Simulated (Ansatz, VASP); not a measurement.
## One calculation of Na2C2O5, two programs

INCAR

```
PREC = Accurate ; ENCUT = 600
EDIFF = 1E-6 ; ISMEAR = 0
SIGMA = 0.1 ; LREAL = False
LASPH = True ; NELM = 120
ALGO = Normal ; ISIF = 2
LWAVE = False ; LCHARG = False
GGA = PE ; NBANDS = 67
GGA_COMPAT = False
```

File KPOINTS:

```
regular mesh
0
Gamma
  6 4 2
```

The input POSCAR:

```
Na2C2O5
1.0
    2.9694000000      0.0000000000      0.0000000000
    0.0000000000      5.4964000000      0.0000000000
   -0.8400990000      0.0000000000      9.7095240000
Na C O
4 4 10
Direct
    0.6214400000      0.4765700000      0.8782500000
    0.3785600000      0.9765700000      0.1217500000
    0.5271100000      0.2119600000      0.5826900000
    0.4728900000      0.7119600000      0.4173100000
    0.1833600000      0.7574800000      0.6641100000
    0.8166400000      0.2574800000      0.3358900000
    0.9863500000      0.0317400000      0.8456300000
    0.0136500000      0.5317400000      0.1543700000
    0.0299900000      0.8977400000      0.5719200000
    0.9700100000      0.3977400000      0.4280800000
    0.8123100000      0.0334300000      0.9562900000
    0.1876900000      0.5334300000      0.0437100000
    0.0935100000      0.8003200000      0.8013700000
    0.9064900000      0.3003200000      0.1986300000
    0.0741000000      0.2088400000      0.7734500000
    0.9259000000      0.7088400000      0.2265500000
    0.4192500000      0.5763000000      0.6534600000
    0.5807500000      0.0763000000      0.3465400000
```

Input for Ansatz:

```yaml
crystal:
  lattice:
    - [2.9694, 0.0, 0.0]
    - [0.0, 5.4964, 0.0]
    - [-0.840099, 0.0, 9.709524]
  atoms:
    - { symbol: Na, position: [0.62144, 0.47657, 0.87825] }
    - { symbol: Na, position: [0.37856, 0.97657, 0.12175] }
    - { symbol: Na, position: [0.52711, 0.21196, 0.58269] }
    - { symbol: Na, position: [0.47289, 0.71196, 0.41731] }
    - { symbol: C, position: [0.18336, 0.75748, 0.66411] }
    - { symbol: C, position: [0.81664, 0.25748, 0.33589] }
    - { symbol: C, position: [0.98635, 0.03174, 0.84563] }
    - { symbol: C, position: [0.01365, 0.53174, 0.15437] }
    - { symbol: O, position: [0.02999, 0.89774, 0.57192] }
    - { symbol: O, position: [0.97001, 0.39774, 0.42808] }
    - { symbol: O, position: [0.81231, 0.03343, 0.95629] }
    - { symbol: O, position: [0.18769, 0.53343, 0.04371] }
    - { symbol: O, position: [0.09351, 0.80032, 0.80137] }
    - { symbol: O, position: [0.90649, 0.30032, 0.19863] }
    - { symbol: O, position: [0.0741, 0.20884, 0.77345] }
    - { symbol: O, position: [0.9259, 0.70884, 0.22655] }
    - { symbol: O, position: [0.41925, 0.5763, 0.65346] }
    - { symbol: O, position: [0.58075, 0.0763, 0.34654] }
basis:
  ecutwfc: 420
kpoints:
  mp_grid: { grid: [6, 4, 2] }
hamiltonian:
  xc: pbe
scf:
  occupations: { method: gaussian, width: 0.1 }
output:
  forces: true
  stress: true
  eigenvalues: true
```

Alike in both runs: task single point; functional PBE; k mesh 6 × 4 × 2; occupations gaussian, width 0.1 eV; no spin polarisation.

|  | VASP | Ansatz |
| --- | --- | --- |
| version | VASP 6.6.1 | Ansatz 0.2.0 |
| potentials or method | VASP PAW PBE potentials, release 64 (Na_pv, C, O), cutoff 600 eV | scalar-relativistic, plane waves, PAW |
| valence electrons in the cell | 104 | 112 |

VASP gave:

```
gap on the k mesh at the Fermi level (eV)                     : 4.65
least direct gap on the mesh (eV)                             : 4.69
pressure (GPa)                                                : 22.0
traceless stress, the component that is largest in VASP (GPa) : -1.38
rms of the force components (eV/Å)                            : 0.294
```

Task: Estimate Ansatz's values.

Result: gap on the k mesh at the Fermi level (eV): 4.68; least direct gap on the mesh (eV): 4.71; pressure (GPa): 21.0; traceless stress, the component that is largest in VASP (GPa): -0.65; rms of the force components (eV/Å): 0.148.

Atom by atom the forces differ by 0.147 eV/Å (rms over components). VASP's potentials hold 104 valence electrons a cell and Ansatz's 112, so a difference there can come from the potentials and not from the codes.

Noted on VASP's run: the standard files for N, O and F lose accuracy on very short bonds.
